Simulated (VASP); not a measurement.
# Y3C2 (Cmmm) in VASP: further runs, part 3 of 3

VASP 6.6.1. Earlier steps stand in the parts before.

### 5 Single point, PBE

This run uses another cell than the first one: it holds 10 atoms, not 5.

INCAR reads:

```
SYSTEM = Y3C2
PREC = Accurate
ENCUT = 520
EDIFF = 1E-6
ISMEAR = 0
SIGMA = 0.2
LREAL = .False.
LASPH = .True.
NELM = 80
ALGO = Normal
ISIF = 2
LWAVE = .False.
LCHARG = .False.
GGA = PE
NBANDS = 52
```

KPOINTS reads:

```
Automatic mesh
0
Gamma
  6 4 2
  0 0 0
```

POSCAR reads:

```
Y3C2
1.0
    0.0000000000      0.0000000000     -3.2931999521
   -2.7397539069     -5.7659788929      0.0000000000
   -8.2192617206      5.7659788929      0.0000000000
Y C
6 4
Direct
    0.5000000000      0.0000000000      0.0000000000
    0.5000000000      0.5000000000      0.5000000000
    0.5000000000      0.9783016582      0.6738994473
    0.5000000000      0.4783016582      0.1738994473
    0.5000000000      0.5216983418      0.8261005527
    0.5000000000      0.0216983418      0.3261005527
    0.0000000000      0.6842812695      0.6842812695
    0.0000000000      0.1842812695      0.1842812695
    0.0000000000      0.8157187305      0.8157187305
    0.0000000000      0.3157187305      0.3157187305
```

Potentials or basis: VASP PAW PBE potentials, release 64 (Y_sv, C).

Run with:

```sh
$ cat potpaw_PBE.64/Y_sv/POTCAR potpaw_PBE.64/C/POTCAR > POTCAR
$ mpirun -np 1 vasp_std > vasp.out
```

OUTCAR:

```text
SYSTEM = Y3C2
   PREC = Accurate
   ENCUT = 520
   EDIFF = 1E-6
   ISMEAR = 0
   LREAL = .False.
   LASPH = .True.
   NELM = 80
   ISIF = 2
   GGA = PE

 ion  position               nearest neighbor table
   1  0.500  0.000  0.000-   8 2.61   9 2.61   8 2.61   9 2.61   3 3.25   6 3.25   5 3.25   4 3.25
                             5 4.01   4 4.01
   2  0.500  0.500  0.500-   7 2.61  10 2.61   7 2.61  10 2.61   4 3.25   5 3.25   3 3.25   6 3.25
                             6 4.01   3 4.01
   3  0.500  0.978  0.674-   9 2.51   9 2.51   7 2.51   7 2.51   1 3.25   2 3.25   5 3.51   5 3.55
                             6 3.55   2 4.01
   4  0.500  0.478  0.174-  10 2.51  10 2.51   8 2.51   8 2.51   2 3.25   1 3.25   6 3.51   6 3.55
                             5 3.55   1 4.01
   5  0.500  0.522  0.826-   7 2.51   7 2.51   9 2.51   9 2.51   2 3.25   1 3.25   3 3.51   3 3.55
                             4 3.55   1 4.01
   6  0.500  0.022  0.326-   8 2.51   8 2.51  10 2.51  10 2.51   1 3.25   2 3.25   4 3.51   4 3.55
                             3 3.55   2 4.01
   7  0.000  0.684  0.684-   9 1.44   5 2.51   5 2.51   3 2.51   3 2.51   2 2.61   2 2.61
   8  0.000  0.184  0.184-  10 1.44   6 2.51   6 2.51   4 2.51   4 2.51   1 2.61   1 2.61
   9  0.000  0.816  0.816-   7 1.44   3 2.51   3 2.51   5 2.51   5 2.51   1 2.61   1 2.61
  10  0.000  0.316  0.316-   8 1.44   4 2.51   4 2.51   6 2.51   6 2.51   2 2.61   2 2.61

  LATTYP: Found a simple monoclinic cell.
 ALAT       =     6.3837891619
 B/A-ratio  =     0.5158691599
 C/A-ratio  =     1.5727428181
 COS(beta)  =    -0.1673763892

  Lattice vectors:

 A1 = (  -2.7397539069,  -5.7659788929,   0.0000000000)
 A2 = (   0.0000000000,   0.0000000000,   3.2931999521)
 A3 = (  -8.2192617206,   5.7659788929,   0.0000000000)

Analysis of symmetry for initial positions (statically):
=====================================================================
 Subroutine PRICEL returns following result:

  LATTYP: Found a base centered orthorhombic cell.
 ALAT       =     5.4795078138
 B/A-ratio  =     2.1045608799
 C/A-ratio  =     0.6010028754

  Lattice vectors:

 A1 = (  -2.7397539069,  -5.7659788929,   0.0000000000)
 A2 = (  -2.7397539068,   5.7659788929,   0.0000000000)
 A3 = (   0.0000000000,   0.0000000000,  -3.2931999521)

   2 primitive cells build up your supercell.

 Routine SETGRP: Setting up the symmetry group for a
 simple monoclinic supercell.

 Subroutine GETGRP returns: Found  4 space group operations
 (whereof  4 operations were pure point group operations)
 out of a pool of  4 trial point group operations.

The static configuration has the point symmetry C_2h.

Analysis of symmetry for dynamics (positions and initial velocities):
=====================================================================
 Subroutine PRICEL returns following result:

  LATTYP: Found a base centered orthorhombic cell.
 ALAT       =     5.4795078138
 B/A-ratio  =     2.1045608799
 C/A-ratio  =     0.6010028754

  Lattice vectors:

 A1 = (  -2.7397539069,  -5.7659788929,   0.0000000000)
 A2 = (  -2.7397539068,   5.7659788929,   0.0000000000)
 A3 = (   0.0000000000,   0.0000000000,  -3.2931999521)

   2 primitive cells build up your supercell.

[... 74 lines left out ...]
  0.000000  0.250000  0.000000      2.000000
  0.166667  0.250000  0.000000      4.000000
[... 16 lines left out ...]
  0.333333  0.500000  0.500000      2.000000
  0.500000  0.500000  0.500000      1.000000
   k-points           NKPTS =     24   k-points in BZ     NKDIM =     24   number of bands    NBANDS=     52
   number of dos      NEDOS =    301   number of ions     NIONS =     10
   total plane-waves  NPLWV =  92160
   dimension x,y,z NGX =    24 NGY =   48 NGZ =   80
   dimension x,y,z NGXF=    48 NGYF=   96 NGZF=  160
   ions per type =               6   4
   NGX,Y,Z   is equivalent  to a cutoff of  12.12, 12.50, 13.25 a.u.
   NGXF,Y,Z  is equivalent  to a cutoff of  24.23, 25.00, 26.49 a.u.
 SYSTEM =  Y3C2
   PREC   = accura    normal or accurate (medium, high low for compatibility)
   ISTART =      0    job   : 0-new  1-cont  2-samecut
   ICHARG =      2    charge: 1-file 2-atom 10-const
   ISPIN  =      1    spin polarized calculation?
   LNONCOLLINEAR =      F non collinear calculations
   LSORBIT =      F    spin-orbit coupling
   LASPH  =      T    aspherical Exc in radial PAW
   ENCUT  =  520.0 eV  38.22 Ry    6.18 a.u.   6.12 11.87 18.67*2*pi/ulx,y,z
   NELM   =     80;   NELMIN=  2; NELMDL= -5     # of ELM steps
   EDIFF  = 0.1E-05   stopping-criterion for ELM
   LREAL  =      F    real-space projection
   EDIFFG = 0.1E-04   stopping-criterion for IOM
   NSW    =      0    number of steps for IOM
   IBRION =     -1    ionic relax: 0-MD 1-quasi-New 2-CG
   NFREE  =      0    steps in history (QN), initial steepest desc. (CG)
   ISIF   =      2    stress and relaxation
   ISYM   =      2    0-nonsym 1-usesym 2-fastsym
   POTIM  = 0.5000    time-step for ionic-motion
   TEBEG  =    0.0;   TEEND  =   0.0 temperature during run
   PSTRESS=    0.0 pullay stress
   NELECT =      82.0000    total number of electrons
   NUPDOWN=      -1.0000    fix difference up-down
   EMIN   =  10.00;   EMAX   =-10.00  energy-range for DOS
   EFERMI =   0.00;   METHOD = LEGACY
   ISMEAR =     0;   SIGMA  =   0.20  broadening in eV -4-tet -1-fermi 0-gaus
   EFERMI_NEDOS =   21; number of points for ismear=-14 and -15
   IALGO  =     38    algorithm
   IMIX   =      4    mixing-type and parameters
     AMIX     =   0.40;   BMIX     =  1.00
     AMIX_MAG =   1.60;   BMIX_MAG =  1.00
  volume/ion in A,a.u.               =      20.81       140.43
  Fermi-wavevector in a.u.,A,eV,Ry     =   1.200214  2.268075 19.599366  1.440513
  Thomas-Fermi vector in A             =   2.336056
   LORBIT       =      0    0 simple, 1 ext, 2 COOP (PROOUT), +10 PAW based schemes
   GGA     = PE    functional components
   LHFCALC =     F    Hartree Fock is set to
   AEXX    =    0.0000 exact exchange contribution
   IVDW    =     0    specifies the selected vdW correction
   LEPSILON=     F    determine dielectric tensor
   LRPA    =     F    only Hartree local field effects (RPA)
 non-spin polarized calculation
 Gauss-broadening in eV      SIGMA  =   0.20
  energy-cutoff  :      520.00
  volume of cell :      208.10
 maximum number of plane-waves:      5652
   NGX = 13   NGY = 23   NGZ = 37

 number of electron      81.9999995 magnetization

 Free energy of the ion-electron system (eV)
  ---------------------------------------------------
  ext. energy  EPLUGINS =         0.00000000
  ---------------------------------------------------
  free energy    TOTEN  =       -76.37732744 eV

  energy without entropy =      -76.20688230  energy(sigma->0) =      -76.29210487

 E-fermi :   3.8624     XC(G=0):  -9.9730

 val. band max:        3.8615628237   @ k =   0.1667   0.0000   0.0000
 cond. band min:       3.8912525687   @ k =   0.5000   0.5000   0.5000
 fundamental gap:      0.0296897450
 Fermi energy:         3.8623613368

 k-point     1 :       0.0000    0.0000    0.0000
  band No.  band energies     occupation
      1     -38.6631      2.00000
      2     -38.6313      2.00000
      3     -38.6128      2.00000
      4     -38.6002      2.00000
      5     -38.5190      2.00000
      6     -38.4993      2.00000
[... 1309 lines left out ...]
     51       6.5293      0.00000
     52       6.8318      0.00000

------------------------ aborting loop because EDIFF is reached ----------------------------------------

  FORCE on cell =-STRESS in cart. coord.  units (eV):
  Direction    XX          YY          ZZ          XY          YZ          ZX
  --------------------------------------------------------------------------------------
  -------------------------------------------------------------------------------------
  Total        0.1421920     -0.0664246      0.1303341      0.0063675      0.0000000      0.0000000
  in kB        1.0947707     -0.5114190      1.0034738      0.0490246      0.0000000      0.0000000
  external PRESSURE =       0.5289419 kB  Pullay stress =       0.0000000 kB

 VOLUME and BASIS-vectors are now :
 -----------------------------------------------------------------------------
  energy-cutoff  :      520.00
  volume of cell :      208.10
      direct lattice vectors                 reciprocal lattice vectors
     0.000000000  0.000000000 -3.293199952     0.000000000  0.000000000 -0.303656023
    -2.739753907 -5.765978893  0.000000000    -0.091249071 -0.130073317  0.000000000
    -8.219261721  5.765978893  0.000000000    -0.091249071  0.043357772  0.000000000

 POSITION                                       TOTAL-FORCE (eV/Angst)
 -----------------------------------------------------------------------------------
      0.00000      0.00000     -1.64660        -0.000000      0.000000     -0.000000
     -5.47951      0.00000     -1.64660        -0.000000      0.000000     -0.000000
     -8.21926     -1.75518     -1.64660        -0.018790     -0.018946      0.000000
     -2.73975     -1.75518     -1.64660        -0.018790     -0.018946      0.000000
     -8.21926      1.75518     -1.64660         0.018790      0.018946      0.000000
     -2.73975      1.75518     -1.64660         0.018790      0.018946      0.000000
     -7.49905      0.00000      0.00000         0.100764      0.017784      0.000000
     -2.01954      0.00000      0.00000         0.100764      0.017784      0.000000
     -8.93947      0.00000      0.00000        -0.100764     -0.017784      0.000000
     -3.45997      0.00000      0.00000        -0.100764     -0.017784      0.000000
 -----------------------------------------------------------------------------------
    total drift:                               -0.000000     -0.000000     -0.000000

  FREE ENERGIE OF THE ION-ELECTRON SYSTEM (eV)
  ---------------------------------------------------
  free  energy   TOTEN  =       -76.3773274421 eV

  energy  without entropy=      -76.2068822990  energy(sigma->0) =      -76.29210487
```

Run time: 3.4 min. Hardware: 1 thread of Intel Xeon 6975P-C (Granite Rapids), shared host; peak memory 0.4 GiB.

Results:

```
Free energy            : -76.3773 eV
Pressure               : 0.1 GPa
Largest force          : 0.102 eV/Å
Band gap on the k mesh : zero (bands 41 and 42 overlap by 0.86 eV)
```

Forces in eV/Å, atoms in the order of the input:
```
Y    0.000  0.000  0.000
Y    0.000  0.000  0.000
Y   -0.019 -0.019  0.000
Y   -0.019 -0.019  0.000
Y    0.019  0.019  0.000
Y    0.019  0.019  0.000
C    0.101  0.018  0.000
C    0.101  0.018  0.000
C   -0.101 -0.018  0.000
C   -0.101 -0.018  0.000
```

Stress tensor (GPa, compression positive):
```
 0.11  0.00  0.00
 0.00 -0.05  0.00
 0.00  0.00  0.10
```

### 6 Relaxation of cell and atoms, PBE

INCAR reads:

```
SYSTEM = Y3C2
  ALGO = Normal
  EDIFF = 1E-6
  EDIFFG = -0.04
  ENCUT = 600
  GGA = PE
  IBRION = 2
  ISIF = 3
  ISMEAR = 0
  LASPH = .True.
  LCHARG = .False.
  LREAL = .False.
  LWAVE = .False.
  NELM = 100
  NSW = 90
  PREC = Accurate
  SIGMA = 0.1
```

KPOINTS reads:

```
k-points
0
Gamma
  4 4 6
  0 0 0
```

POSCAR reads:

```
Y3C2
1.0
    2.7534778894     -5.7420579966      0.0000000000
    2.7534778894      5.7420579966      0.0000000000
    0.0000000000      0.0000000000      3.2890236310
Y C
3 2
Direct
    0.0000000000      0.0000000000      0.5000000000
    0.6524526970      0.3475473030      0.5000000000
    0.3475473030      0.6524526970      0.5000000000
    0.6308583062      0.6308583062      0.0000000000
    0.3691416938      0.3691416938      0.0000000000
```

Potentials or basis: VASP PAW PBE potentials, release 64 (Y_sv, C).

Run with:

```sh
$ cat potpaw_PBE.64/Y_sv/POTCAR potpaw_PBE.64/C/POTCAR > POTCAR
$ mpirun -np 1 vasp_std > vasp.out
```

OUTCAR:

```text
SYSTEM = Y3C2
   EDIFF = 1E-6
   EDIFFG = -0.04
   ENCUT = 600
   GGA = PE
   IBRION = 2
   ISIF = 3
   ISMEAR = 0
   LASPH = .True.
   LREAL = .False.
   NELM = 100
   NSW = 90
   PREC = Accurate

 ion  position               nearest neighbor table
   1  0.000  0.000  0.500-   4 2.61   5 2.61   4 2.61   5 2.61   2 3.26   3 3.26   2 3.26   3 3.26
                             2 3.99   3 3.99
   2  0.652  0.348  0.500-   4 2.51   5 2.51   4 2.51   5 2.51   1 3.26   1 3.26   3 3.50   3 3.55
                             3 3.55   1 3.99
   3  0.348  0.652  0.500-   4 2.51   5 2.51   4 2.51   5 2.51   1 3.26   1 3.26   2 3.50   2 3.55
                             2 3.55   1 3.99
   4  0.631  0.631  0.000-   5 1.44   3 2.51   2 2.51   2 2.51   3 2.51   1 2.61   1 2.61
   5  0.369  0.369  0.000-   4 1.44   3 2.51   2 2.51   2 2.51   3 2.51   1 2.61   1 2.61

  LATTYP: Found a base centered orthorhombic cell.
 ALAT       =     5.5069557788
 B/A-ratio  =     2.0853837319
 C/A-ratio  =     0.5972489635

  Lattice vectors:

 A1 = (   2.7534778894,  -5.7420579966,   0.0000000000)
 A2 = (   2.7534778894,   5.7420579966,   0.0000000000)
 A3 = (   0.0000000000,   0.0000000000,   3.2890236310)

[... 227 lines left out ...]
  free energy    TOTEN  =       -38.16543302 eV

  energy without entropy =      -38.14163975  energy(sigma->0) =      -38.15353638

 E-fermi :   3.8448     XC(G=0):  -9.9814

 val. band max:        3.8422331997   @ k =   0.5000   0.0000   0.1667
 cond. band min:       3.8450110637   @ k =   0.2500   0.0000   0.1667
 fundamental gap:      0.0027778639
 Fermi energy:         3.8448433889

 k-point     1 :       0.0000    0.0000    0.0000
  band No.  band energies     occupation
      1     -38.6501      2.00000
      2     -38.5865      2.00000
      3     -38.4850      2.00000
      4     -18.9776      2.00000
      5     -18.9293      2.00000
      6     -18.7374      2.00000
[... 637 lines left out ...]
     23       5.1729      0.00000
     24       5.6756      0.00000

 [... further k-points ...]
[... 5 lines left out ...]
  --------------------------------------------------------------------------------------
  -------------------------------------------------------------------------------------
  Total       -0.1397236      0.0169454     -0.0005134     -0.0000000      0.0000000      0.0000000
  in kB       -2.1548376      0.2613351     -0.0079179     -0.0000000      0.0000000      0.0000000
  external PRESSURE =      -0.6338068 kB  Pullay stress =       0.0000000 kB

 VOLUME and BASIS-vectors are now :
 -----------------------------------------------------------------------------
  energy-cutoff  :      600.00
  volume of cell :      103.89
      direct lattice vectors                 reciprocal lattice vectors
     2.741243899 -5.746970404  0.000000000     0.182398947 -0.087002362  0.000000000
     2.741243899  5.746970404  0.000000000     0.182398947  0.087002362  0.000000000
     0.000000000  0.000000000  3.297229016     0.000000000  0.000000000  0.303284969

 POSITION                                       TOTAL-FORCE (eV/Angst)
 -----------------------------------------------------------------------------------
      0.00000      0.00000      1.64861         0.000000      0.000000     -0.000000
      2.74124     -1.75396      1.64861         0.000000      0.021642     -0.000000
      2.74124      1.75396      1.64861         0.000000     -0.021642      0.000000
      3.46384      0.00000      0.00000        -0.031433      0.000000     -0.000000
      2.01865      0.00000      0.00000         0.031433      0.000000      0.000000
 -----------------------------------------------------------------------------------
    total drift:                                0.000000      0.000000      0.000000

  FREE ENERGIE OF THE ION-ELECTRON SYSTEM (eV)
  ---------------------------------------------------
  free  energy   TOTEN  =       -38.1654330173 eV

  energy  without entropy=      -38.1416397470  energy(sigma->0) =      -38.15353638

 reached required accuracy - stopping structural energy minimisation
```

Run time: 2 min. Hardware: 1 thread of Intel Xeon 6975P-C (Granite Rapids), shared host; peak memory 0.32 GiB.

Results:

* Free energy: -38.1654 eV
* Relaxed volume: 20.78 Å³/atom
* Relaxed cell: a = 6.367 Å, b = 6.367 Å, c = 3.297 Å, α = 90.00°, β = 90.00°, γ = 129.00°
* Space group after relaxing (to 0.1 Å): Cmmm (No. 65)
* Energy gained by relaxing: 0.4 meV/atom
* Ionic steps: 2
* Pressure after relaxing: -0.1 GPa
* Largest force after relaxing: 0.031 eV/Å
* Band gap on the k mesh: zero (an odd number of electrons rules out a gap without spin polarisation)

Forces in eV/Å, atoms in the order of the input:
```
Y    0.000  0.000  0.000
Y    0.000  0.022  0.000
Y    0.000 -0.022  0.000
C   -0.031  0.000  0.000
C    0.031  0.000  0.000
```

The path:
```
step  energy change (eV)  largest force (eV/Å)  pressure (GPa)  volume (Å³)
   1              0.0000                0.1075           -0.06       104.00
   2             -0.0021                0.0314           -0.06       103.89
```

Final structure:
```
Y C
1.0
     2.74124   -5.74697    0.00000
     2.74124    5.74697    0.00000
     0.00000    0.00000    3.29723
Y C
3 2
Direct
  0.00000 0.00000 0.50000
  0.65260 0.34740 0.50000
  0.34740 0.65260 0.50000
  0.63180 0.63180 0.00000
  0.36820 0.36820 0.00000
```

Levels at points of the mesh, in eV from the Fermi level:
```csv
k point,band 18,band 19,band 20,band 21,band 22,band 23,band 24
"(0.00, 0.00, 0.00)",-2.22,-0.80,-0.58,-0.39,0.42,0.62,1.14
"(0.50, 0.00, 0.00)",-1.41,-1.17,-0.26,-0.03,0.21,0.25,1.56
"(0.50, 0.50, 0.00)",-1.33,-1.14,-0.92,-0.11,0.34,0.48,0.91
"(0.00, 0.00, 0.50)",-1.49,-0.69,-0.47,0.11,1.10,1.27,1.41
"(0.50, 0.00, 0.50)",-2.31,-2.23,0.20,0.37,1.10,1.33,1.83
"(0.50, 0.50, 0.50)",-1.00,-0.77,-0.72,-0.17,0.05,0.99,1.54
```

### 7 Overview

```csv
task,cell,k mesh,cutoff (eV),smearing,gap on the mesh (eV),pressure (GPa),largest force (eV/Å)
single point,"a = 6.377, b = 6.377, c = 3.299 Å, angles 90.0, 90.0, 129.1°, 5 atoms, atomic positions A",4 × 4 × 6,520,gaussian 0.1 eV,none,0.0,0.09
single point,"a = 4.059, b = 4.059, c = 5.939 Å, angles 90.0, 90.0, 120.8°, 5 atoms, atomic positions B",6 × 6 × 4,520,gaussian 0.1 eV,none,60.1,3.53
single point,"a = 6.368, b = 6.368, c = 3.289 Å, angles 90.0, 90.0, 128.8°, 5 atoms, atomic positions A",6 × 6 × 4,520,gaussian 0.1 eV,none,-0.1,0.04
single point,"a = 3.293, b = 6.384, c = 10.040 Å, angles 99.6, 90.0, 90.0°, 10 atoms, atomic positions C",6 × 4 × 2,520,gaussian 0.2 eV,none,0.1,0.10
relaxation of cell and atoms,"relaxed from a = 6.368, b = 6.368, c = 3.289 Å, angles 90.0, 90.0, 128.8°, 5 atoms, atomic positions A",4 × 4 × 6,600,gaussian 0.1 eV,none,-0.1,0.03
```

Alike in all rows: level PBE; potentials or basis VASP PAW PBE potentials, release 64 (Y_sv, C); no spin polarisation.

Caveats: some runs use coarse meshes; the cell stands under pressure (at least some runs); forces of over 1 eV/Å act on the atoms, so gaps and moduli don't describe the material at rest (at least some runs).

Total energies depend on the potentials used, so only differences within one code and one set of settings carry meaning.
